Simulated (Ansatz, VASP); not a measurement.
# Two plane-wave programs on Fe

```xyz
4
Lattice="2.3182 0.0000 0.0000 -1.1591 2.0076 0.0000 0.0000 0.0000 7.4730" Properties=species:S:1:pos:R:3 pbc="T T T"
Fe    0.0000    0.0000    0.0000
Fe   -1.1591    2.0076    3.7365
Fe    0.0000    1.3384    1.8682
Fe    1.1591    0.6692    5.6047
```

Alike in both runs: task single point; functional PBEsol; k mesh 17 × 17 × 5; occupations fermi-dirac, width 0.05 eV; collinear spin.

|  | VASP | Ansatz |
| --- | --- | --- |
| version | VASP 6.6.1 | Ansatz 0.2.0 |
| potentials or method | VASP PAW PBE potentials, release 64 (Fe), cutoff 520 eV | plane waves (420 eV) with PAW, scalar-relativistic |
| valence electrons in the cell | 32 | 64 |

|  | VASP | Ansatz | Ansatz less VASP |
| --- | --- | --- | --- |
| net moment per atom (μB) | 0.00 | 0.00 | 0.000 |

VASP's potentials were made for PBE, not for PBEsol, and Ansatz warns of the same on its side. With one functional, cell and mesh, what is left measures potentials, basis and numerics. VASP's potentials hold 32 valence electrons a cell and Ansatz's 64, so a difference there can come from the potentials and not from the codes. Ansatz's warnings: seeded moment not kept.
